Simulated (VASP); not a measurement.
# ZnO (zincite) (P6_3mc) in VASP: a series of runs

Aim: see how the results for ZnO (zincite) move with the level of theory and the settings. Levels: PBE+D3(BJ), revPBE+D4, PBE. Tasks: relaxation of cell and atoms, single point.

Program: VASP 6.6.1. These are calculated values, not measurements. Logs are shortened: lines on timing, memory, paths and dates and some standing lists are left out, and cuts for length are marked.

## 1. The cell of the first run

The structure is hexagonal, space group P6_3mc (No. 186). The conventional cell has a = 3.249 Å, b = 3.249 Å, c = 5.206 Å, α = 90.00°, β = 90.00°, γ = 120.00°. Zn (site symmetry 3m) has 4 O at 1.97 to 1.98 Å within 2.6 Å. O (site symmetry 3m) has 4 Zn at 1.97 to 1.98 Å within 2.6 Å.

## 2. Relaxation of cell and atoms, PBE+D3(BJ)

The input, INCAR:

```
ALGO     = Normal         # electronic algorithm
EDIFF    = 1E-7           # SCF threshold, eV
EDIFFG   = -0.01          # ionic threshold
ENCUT    = 600            # plane-wave cutoff, eV
GGA      = PE             # functional
IBRION   = 2              # ionic algorithm
ISIF     = 3              # what is computed and relaxed
ISMEAR   = -1             # smearing method
IVDW     = 12             # dispersion correction
LASPH    = True           # aspherical terms in the spheres
LCHARG   = False          # write CHGCAR
LREAL    = False          # projectors in reciprocal space
LWAVE    = False          # write WAVECAR
NELM     = 80             # most SCF steps
NSW      = 60             # ionic steps
PREC     = Accurate       # precision mode
SIGMA    = 0.05           # smearing width, eV
```

The input, KPOINTS:

```
k-points
0
Gamma
  9 9 5
```

The input, POSCAR:

```
ZnO
1.0
    3.2493080000      0.0000000000      0.0000000000
   -1.6246540000      2.8139832727      0.0000000000
    0.0000000000      0.0000000000      5.2057090000
Zn O
2 2
Direct
    0.6666666667      0.3333333333      0.0000000000
    0.3333333333      0.6666666667      0.5000000000
    0.3333333333      0.6666666667      0.8790100000
    0.6666666667      0.3333333333      0.3790100000
```

Potentials or basis: VASP PAW PBE potentials, release 64 (Zn, O).

Command:

```bash
$ cat potpaw_PBE.64/Zn/POTCAR potpaw_PBE.64/O/POTCAR > POTCAR
$ mpirun -np 1 vasp_std > vasp.out
```

OUTCAR:

```text
EDIFF = 1E-7
   EDIFFG = -0.01
   ENCUT = 600
   GGA = PE
   IBRION = 2
   ISIF = 3
   ISMEAR = -1
   IVDW = 12
   LASPH = True
   LREAL = False
   NELM = 80
   NSW = 60
   PREC = Accurate
 IVDW          = 12

 ion  position               nearest neighbor table
   1  0.667  0.333  0.000-   4 1.97   3 1.98   3 1.98   3 1.98
   2  0.333  0.667  0.500-   3 1.97   4 1.98   4 1.98   4 1.98
   3  0.333  0.667  0.879-   2 1.97   1 1.98   1 1.98   1 1.98
   4  0.667  0.333  0.379-   1 1.97   2 1.98   2 1.98   2 1.98

  LATTYP: Found a hexagonal cell.
 ALAT       =     3.2493080000
 C/A-ratio  =     1.6020977390

  Lattice vectors:

 A1 = (   3.2493080000,   0.0000000000,   0.0000000000)
 A2 = (  -1.6246540000,   2.8139832727,   0.0000000000)
 A3 = (   0.0000000000,   0.0000000000,   5.2057090000)

Analysis of symmetry for initial positions (statically):
=====================================================================
 Subroutine PRICEL returns:
 Original cell was already a primitive cell.

 Routine SETGRP: Setting up the symmetry group for a
 hexagonal supercell.

 Subroutine GETGRP returns: Found 12 space group operations
 (whereof  6 operations were pure point group operations)
 out of a pool of 24 trial point group operations.

The static configuration has the point symmetry C_3v.
 The point group associated with its full space group is C_6v.

Analysis of symmetry for dynamics (positions and initial velocities):
=====================================================================
 Subroutine PRICEL returns:
 Original cell was already a primitive cell.

 Routine SETGRP: Setting up the symmetry group for a
 hexagonal supercell.

 Subroutine GETGRP returns: Found 12 space group operations
 (whereof  6 operations were pure point group operations)
 out of a pool of 24 trial point group operations.

The dynamic configuration has the point symmetry C_3v.
 The point group associated with its full space group is C_6v.

 Subroutine INISYM returns: Found 12 space group operations
 (whereof  6 operations are pure point group operations),
 and found     1 'primitive' translations

----------------------------------------------------------------------------------------

                                     Primitive cell

  volume of cell :      47.5984

  direct lattice vectors                    reciprocal lattice vectors
     3.249308000  0.000000000  0.000000000     0.307757836  0.177684070  0.000000000
    -1.624654000  2.813983273  0.000000000     0.000000000  0.355368139  0.000000000
     0.000000000  0.000000000  5.205709000     0.000000000  0.000000000  0.192096792

  length of vectors
     3.249308000  3.249308000  5.205709000     0.355368139  0.355368139  0.192096792

  position of ions in fractional coordinates (direct lattice)
     0.666666667  0.333333333  0.000000000
     0.333333333  0.666666667  0.500000000
     0.333333333  0.666666667  0.879010000
     0.666666667  0.333333333  0.379010000

  ion indices of the primitive-cell ions
   primitive index   ion index
                 1           1
                 2           2
                 3           3
                 4           4

----------------------------------------------------------------------------------------

 KPOINTS: k-points

Automatic generation of k-mesh.
 Grid dimensions read from file:
 generate k-points for:    9    9    5

 Generating k-lattice:

  Cartesian coordinates                     Fractional coordinates (reciprocal lattice)
     0.034195315  0.019742674  0.000000000     0.111111111  0.000000000  0.000000000
     0.000000000  0.039485349  0.000000000     0.000000000  0.111111111  0.000000000
     0.000000000  0.000000000  0.038419358     0.000000000  0.000000000  0.200000000

  Length of vectors
     0.039485349  0.039485349  0.038419358

  Shift w.r.t. Gamma in fractional coordinates (k-lattice)
     0.000000000  0.000000000  0.000000000

 Subroutine IBZKPT returns following result:
 ===========================================

 Found     36 irreducible k-points:

 Following reciprocal coordinates:
            Coordinates               Weight
  0.000000  0.000000  0.000000      1.000000
  0.111111  0.000000  0.000000      6.000000
  0.222222  0.000000  0.000000      6.000000
  0.333333  0.000000  0.000000      6.000000
  0.444444  0.000000  0.000000      6.000000
  0.111111  0.111111  0.000000      6.000000
[... 16 lines left out ...]
  0.333333  0.222222  0.200000     24.000000
  0.333333  0.333333  0.200000      4.000000
 [... further k-points ...]
   k-points           NKPTS =     36   k-points in BZ     NKDIM =     36   number of bands    NBANDS=     22
   number of dos      NEDOS =    301   number of ions     NIONS =      4
   total plane-waves  NPLWV =  32928
   dimension x,y,z NGX =    28 NGY =   28 NGZ =   42
   dimension x,y,z NGXF=    56 NGYF=   56 NGZF=   84
   ions per type =               2   2
   NGX,Y,Z   is equivalent  to a cutoff of  14.33, 14.33, 13.41 a.u.
   NGXF,Y,Z  is equivalent  to a cutoff of  28.65, 28.65, 26.83 a.u.
 SYSTEM =  unknown system
   PREC   = accura    normal or accurate (medium, high low for compatibility)
   ISTART =      0    job   : 0-new  1-cont  2-samecut
   ICHARG =      2    charge: 1-file 2-atom 10-const
   ISPIN  =      1    spin polarized calculation?
   LNONCOLLINEAR =      F non collinear calculations
   LSORBIT =      F    spin-orbit coupling
   LASPH  =      T    aspherical Exc in radial PAW
   ENCUT  =  600.0 eV  44.10 Ry    6.64 a.u.   6.49  6.49 10.40*2*pi/ulx,y,z
   NELM   =     80;   NELMIN=  2; NELMDL= -5     # of ELM steps
   EDIFF  = 0.1E-06   stopping-criterion for ELM
   LREAL  =      F    real-space projection
   EDIFFG = -.1E-01   stopping-criterion for IOM
   NSW    =     60    number of steps for IOM
   IBRION =      2    ionic relax: 0-MD 1-quasi-New 2-CG
   NFREE  =      1    steps in history (QN), initial steepest desc. (CG)
   ISIF   =      3    stress and relaxation
   ISYM   =      2    0-nonsym 1-usesym 2-fastsym
   POTIM  = 0.5000    time-step for ionic-motion
   TEBEG  =    0.0;   TEEND  =   0.0 temperature during run
   PSTRESS=    0.0 pullay stress
   NELECT =      36.0000    total number of electrons
   NUPDOWN=      -1.0000    fix difference up-down
   EMIN   =  10.00;   EMAX   =-10.00  energy-range for DOS
   EFERMI =   0.00;   METHOD = LEGACY
   ISMEAR =    -1;   SIGMA  =   0.05  broadening in eV -4-tet -1-fermi 0-gaus
   EFERMI_NEDOS =   21; number of points for ismear=-14 and -15
   IALGO  =     38    algorithm
   IMIX   =      4    mixing-type and parameters
     AMIX     =   0.40;   BMIX     =  1.00
     AMIX_MAG =   1.60;   BMIX_MAG =  1.00
  volume/ion in A,a.u.               =      11.90        80.30
  Fermi-wavevector in a.u.,A,eV,Ry     =   1.491574  2.818667 30.270160  2.224794
  Thomas-Fermi vector in A             =   2.604212
   LORBIT       =      0    0 simple, 1 ext, 2 COOP (PROOUT), +10 PAW based schemes
   GGA     = PE    functional components
   LHFCALC =     F    Hartree Fock is set to
   AEXX    =    0.0000 exact exchange contribution
   IVDW    =    12    specifies the selected vdW correction
   LEPSILON=     F    determine dielectric tensor
   LRPA    =     F    only Hartree local field effects (RPA)
 conjugate gradient relaxation of ions
 non-spin polarized calculation
  energy-cutoff  :      600.00
  volume of cell :       47.60
 maximum number of plane-waves:      1605
 NGX is ok and might be reduce to    28
   NGX = 13   NGY = 13   NGZ = 21

--------------------------------------- Ionic step        1  -------------------------------------------

 number of electron      36.0000008 magnetization

 Free energy of the ion-electron system (eV)
  ---------------------------------------------------
  ext. energy  EPLUGINS =         0.00000000
  ---------------------------------------------------
  free energy    TOTEN  =       -17.82624001 eV

  energy without entropy =      -17.82623613  energy(sigma->0) =      -17.82623807

------------------------ aborting loop because EDIFF is reached ----------------------------------------

 Edisp (eV)   -0.89685

 E8    (eV) :    -0.3383

  FORCE on cell =-STRESS in cart. coord.  units (eV):
  Direction    XX          YY          ZZ          XY          YZ          ZX
  --------------------------------------------------------------------------------------
  -------------------------------------------------------------------------------------
  Total       0.63247     0.63247     1.16942     0.00000     0.00000     0.00000
  in kB      21.28921    21.28921    39.36302     0.00000     0.00000     0.00000
  external pressure =       27.31 kB  Pullay stress =        0.00 kB

 VOLUME and BASIS-vectors are now :
 -----------------------------------------------------------------------------
  energy-cutoff  :      600.00
  volume of cell :       47.60
      direct lattice vectors                 reciprocal lattice vectors
     3.249308000  0.000000000  0.000000000     0.307757836  0.177684070  0.000000000
    -1.624654000  2.813983273  0.000000000     0.000000000  0.355368139  0.000000000
     0.000000000  0.000000000  5.205709000     0.000000000  0.000000000  0.192096792
[... 211 lines left out ...]
 POSITION                                       TOTAL-FORCE (eV/Angst)
 -----------------------------------------------------------------------------------
      1.63176      0.94210      5.25777         0.000000      0.000000      0.016102
     -0.00000      1.88419      2.62778        -0.000000      0.000000      0.016102
     -0.00000      1.88419      4.62576         0.000000     -0.000000     -0.016102
      1.63176      0.94210      1.99578        -0.000000     -0.000000     -0.016102
 -----------------------------------------------------------------------------------
    total drift:                                0.000000      0.000001      0.000226

  FREE ENERGIE OF THE ION-ELECTRON SYSTEM (eV)
  ---------------------------------------------------
  free  energy   TOTEN  =       -18.7318737465 eV

  energy  without entropy=      -18.7318683458  energy(sigma->0) =      -18.73187105

--------------------------------------- Ionic step        7  -------------------------------------------

 number of electron      36.0000014 magnetization

 Free energy of the ion-electron system (eV)
  ---------------------------------------------------
  ext. energy  EPLUGINS =         0.00000000
  ---------------------------------------------------
  free energy    TOTEN  =       -17.85199287 eV

  energy without entropy =      -17.85198746  energy(sigma->0) =      -17.85199016

 E-fermi :   1.4556     XC(G=0): -10.8119

 val. band max:        1.0381950938   @ k =   0.0000   0.0000   0.0000
 cond. band min:       1.7921847251   @ k =   0.0000   0.0000   0.0000
 fundamental gap:      0.7539896313
 Fermi energy:         1.4555992562

 k-point     1 :       0.0000    0.0000    0.0000
  band No.  band energies     occupation
      1     -16.9076      2.00000
      2     -16.2153      2.00000
      3      -4.5740      2.00000
      4      -4.5740      2.00000
      5      -4.5263      2.00000
      6      -4.4616      2.00000
[... 14 lines left out ...]
     21       9.1722      0.00000
     22      13.8435      0.00000
[... 552 lines left out ...]
  band No.  band energies     occupation
      1     -16.0875      2.00000
      2     -16.0875      2.00000
      3      -4.5687      2.00000
      4      -4.3467      2.00000
      5      -4.3467      2.00000
      6      -4.0080      2.00000
[... 14 lines left out ...]
     21       8.7890      0.00000
     22       9.1319      0.00000

 [... further k-points ...]

------------------------ aborting loop because EDIFF is reached ----------------------------------------

 Edisp (eV)   -0.87992

 E8    (eV) :    -0.3321

  FORCE on cell =-STRESS in cart. coord.  units (eV):
  Direction    XX          YY          ZZ          XY          YZ          ZX
  --------------------------------------------------------------------------------------
  -------------------------------------------------------------------------------------
  Total       0.01393     0.01393     0.02246     0.00000     0.00000     0.00000
  in kB       0.46030     0.46030     0.74191     0.00000     0.00000     0.00000
  external pressure =        0.55 kB  Pullay stress =        0.00 kB

 VOLUME and BASIS-vectors are now :
 -----------------------------------------------------------------------------
  energy-cutoff  :      600.00
  volume of cell :       48.50
      direct lattice vectors                 reciprocal lattice vectors
     3.262621154  0.000000000  0.000000000     0.306502028  0.176959028 -0.000000000
    -1.631310577  2.825512802  0.000000000    -0.000000000  0.353918057 -0.000000000
     0.000000000  0.000000000  5.260916812     0.000000000 -0.000000000  0.190080938

 POSITION                                       TOTAL-FORCE (eV/Angst)
 -----------------------------------------------------------------------------------
      1.63131      0.94184      5.25956         0.000000      0.000000      0.009555
     -0.00000      1.88368      2.62910         0.000000      0.000000      0.009555
     -0.00000      1.88368      4.62576        -0.000000     -0.000000     -0.009555
      1.63131      0.94184      1.99530         0.000000     -0.000000     -0.009555
 -----------------------------------------------------------------------------------
    total drift:                                0.000000      0.000000     -0.000006

  FREE ENERGIE OF THE ION-ELECTRON SYSTEM (eV)
  ---------------------------------------------------
  free  energy   TOTEN  =       -18.7319163999 eV

  energy  without entropy=      -18.7319109912  energy(sigma->0) =      -18.73191370

 reached required accuracy - stopping structural energy minimisation
```

Wall time 98 s (1 thread of Intel Xeon 6975P-C (Granite Rapids), shared host); peak memory 0.21 GiB.

Results:

```yaml
Free_energy: -18.7319 eV
Relaxed_volume: 12.12 Å³/atom
Relaxed_cell: a = 3.263 Å, b = 3.263 Å, c = 5.261 Å, α = 90.00°, β = 90.00°, γ = 120.00°
Space_group_after_relaxing_to_0.05_Å: P6_3mc (No. 186)
Energy_gained_by_relaxing: 2.2 meV/atom
Ionic_steps: 7
Pressure_after_relaxing: 0.1 GPa
Largest_force_after_relaxing: 0.010 eV/Å
Band_gap_on_the_k_mesh: 0.75 eV, direct
Dispersion_energy_per_atom: -0.220 eV
```

Forces on the atoms (eV/Å):
```
Zn   0.000  0.000  0.010
Zn   0.000  0.000  0.010
O    0.000  0.000 -0.010
O    0.000  0.000 -0.010
```

Step by step:
| step | energy change (eV) | largest force (eV/Å) | pressure (GPa) | volume (Å³) |
| --- | --- | --- | --- | --- |
| 1 | 0.0000 | 0.0724 | 2.73 | 47.60 |
| 2 | -0.0065 | 0.0342 | -1.37 | 49.01 |
| 3 | -0.0087 | 0.0028 | -0.01 | 48.52 |
| 4 | -0.0087 | 0.0038 | -0.07 | 48.54 |
| 5 | -0.0088 | 0.0123 | -0.02 | 48.52 |
| 6 | -0.0088 | 0.0161 | -0.02 | 48.52 |
| 7 | -0.0088 | 0.0096 | 0.06 | 48.50 |

Final structure:
```cif
data_structure
_symmetry_space_group_name_H-M 'P 1'
_symmetry_Int_Tables_number 1
_cell_length_a 3.2626
_cell_length_b 3.2626
_cell_length_c 5.2609
_cell_angle_alpha 90.000
_cell_angle_beta 90.000
_cell_angle_gamma 120.000
_cell_volume 48.50
loop_
_atom_site_label
_atom_site_type_symbol
_atom_site_fract_x
_atom_site_fract_y
_atom_site_fract_z
_atom_site_occupancy
Zn1 Zn 0.66667 0.33333 0.99974 1
Zn2 Zn 0.33333 0.66667 0.49974 1
O1 O 0.33333 0.66667 0.87927 1
O2 O 0.66667 0.33333 0.37927 1
```

Levels at points of the mesh, in eV from the valence-band top:
```tsv
k point	band 15	band 16	band 17	band 18	band 19	band 20	band 21	band 22
(0.00, 0.00, 0.00)	-0.77	-0.08	0.00	0.00	0.75	5.15	8.13	12.81
```

Expect the measured gap to be larger: semilocal functionals such as PBE lack the derivative discontinuity. Zero-point motion and thermal expansion aren't in these numbers.

## 3. Relaxation of cell and atoms, revPBE+D4

The input, INCAR:

```
  PREC = Accurate
  ENCUT = 600
  EDIFF = 1E-6
  ISMEAR = -1
  SIGMA = 0.05
  LREAL = F
  LASPH = T
  NELM = 100
  ALGO = Normal
  ISIF = 3
  LWAVE = F
  LCHARG = F
  GGA = RE
  IVDW = 13
  IBRION = 2
  NSW = 60
  EDIFFG = -0.01
```

The input, KPOINTS:

```
Automatic mesh
0
Gamma
  9 9 5
```

POSCAR is that of step 2.

Potentials or basis: VASP PAW PBE potentials, release 64 (Zn, O).

Command:

```bash
$ cat potpaw_PBE.64/Zn/POTCAR potpaw_PBE.64/O/POTCAR > POTCAR
$ mpirun -np 1 vasp_std > vasp.out
```

Run time: 2.1 min. Hardware: 1 thread of Intel Xeon 6975P-C (Granite Rapids), shared host; peak memory 0.2 GiB.

The run converged. Its results:

```yaml
Free_energy: -18.3362 eV
Relaxed_volume: 12.06 Å³/atom
Relaxed_cell: a = 3.255 Å, b = 3.255 Å, c = 5.255 Å, α = 90.00°, β = 90.00°, γ = 120.00°
Space_group_after_relaxing_to_0.05_Å: P6_3mc (No. 186)
Energy_gained_by_relaxing: 1.4 meV/atom
Ionic_steps: 10
Pressure_after_relaxing: 0.1 GPa
Largest_force_after_relaxing: 0.004 eV/Å
Band_gap_on_the_k_mesh: 0.83 eV, direct
Dispersion_energy_per_atom: -0.456 eV
```

Forces in eV/Å, atoms in the order of the input:
```
Zn   0.000  0.000  0.004
Zn   0.000  0.000  0.004
O    0.000  0.000 -0.004
O    0.000  0.000 -0.004
```

The path:
```
step  energy change (eV)  largest force (eV/Å)  pressure (GPa)  volume (Å³)
   1              0.0000                0.0711            2.03        47.60
   2             -0.0041                0.0366           -0.91        48.65
   3             -0.0053                0.0047           -0.06        48.29
   4             -0.0053                0.0058           -0.02        48.31
   5             -0.0050                0.0218           -0.52        48.48
   6             -0.0053                0.0073           -0.10        48.32
   7             -0.0053                0.0146           -0.08        48.30
   8             -0.0053                0.0210           -0.03        48.28
   9             -0.0054                0.0141            0.02        48.26
  10             -0.0054                0.0037            0.09        48.23
```

Final structure:
```cif
data_structure
_symmetry_space_group_name_H-M 'P 1'
_symmetry_Int_Tables_number 1
_cell_length_a 3.2554
_cell_length_b 3.2554
_cell_length_c 5.2550
_cell_angle_alpha 90.000
_cell_angle_beta 90.000
_cell_angle_gamma 120.000
_cell_volume 48.23
loop_
_atom_site_label
_atom_site_type_symbol
_atom_site_fract_x
_atom_site_fract_y
_atom_site_fract_z
_atom_site_occupancy
Zn1 Zn 0.66667 0.33333 0.00001 1
Zn2 Zn 0.33333 0.66667 0.50001 1
O1 O 0.33333 0.66667 0.87900 1
O2 O 0.66667 0.33333 0.37900 1
```

Levels at points of the mesh, in eV from the valence-band top:
```
           k point  band 15  band 16  band 17  band 18  band 19  band 20  band 21  band 22
(0.00, 0.00, 0.00)    -0.78    -0.08     0.00     0.00     0.83     5.25     8.23    12.92
```

Caveat: the PAW data sets were made with another functional, which shifts forces and pressure a little.

(Part 1 of 3 ends here.)
